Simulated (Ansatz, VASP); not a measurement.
# Zr in VASP and in Ansatz

```
Zr
1.0
     0.00000    3.02706    3.02706
     3.02706    0.00000    3.02706
     3.02706    3.02706    0.00000
Zr
2
Direct
  0.12500 0.12500 0.12500
  0.87500 0.87500 0.87500
```

Alike in both runs: functional LDA; k mesh 9 × 9 × 9; occupations fermi-dirac, width 0.1 eV; no spin polarisation.

Ansatz relaxed the structure, and its values are those at the end. VASP's run is a single point on that final structure, the one shown.

```csv
,VASP,Ansatz
version,VASP 6.6.1,Ansatz 0.2.0
potentials or method,"VASP PAW LDA potentials, release 64 (Zr_sv), cutoff 520 eV","plane waves (420 eV) with PAW, scalar-relativistic"
valence electrons in the cell,24,24
```

VASP gave:

```
pressure (GPa) : 0.1
```

Task: What did Ansatz give for the same quantities?

Result: Pressure (GPa): 0.0.

Ansatz warns that its potentials were made for another functional, while VASP's fit it. LDA's correlation is that of Perdew and Zunger in VASP and of Perdew and Wang (1992) in Ansatz.
